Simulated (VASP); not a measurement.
Runs of VASP 6.6.1 on InP. The structure is that of space group F-43m (No. 216), or close to it. The cells are those of the table. 

```tsv
cell	gap on the mesh (eV)	pressure (GPa)
a = 4.107 Å, angles 60.0°, 2 atoms	(a)	(b)
a = 4.069 Å, angles 60.0°, 2 atoms	1.01	7.9
a = 4.031 Å, angles 60.0°, 2 atoms	1.16	10.7
a = 4.252 Å, angles 60.0°, 2 atoms	0.29	-1.6
a = 4.217 Å, angles 60.0°, 2 atoms	0.43	-0.2
a = 4.181 Å, angles 60.0°, 2 atoms	0.57	1.4
```

Alike in all rows: task single point; level PBE; potentials or basis VASP PAW PBE potentials, release 64 (In_d, P); no spin polarisation; k mesh 6 × 6 × 6; cutoff (eV) 520; smearing gaussian 0.01 eV.

Problem. Estimate the missing entries.

Solution. (a) 0.86; (b) 5.4.

Caveats: spin-orbit coupling is left out, which moves the levels of the heavy elements.

A k mesh can miss the band edges, and the runs leave out spin-orbit coupling on In.
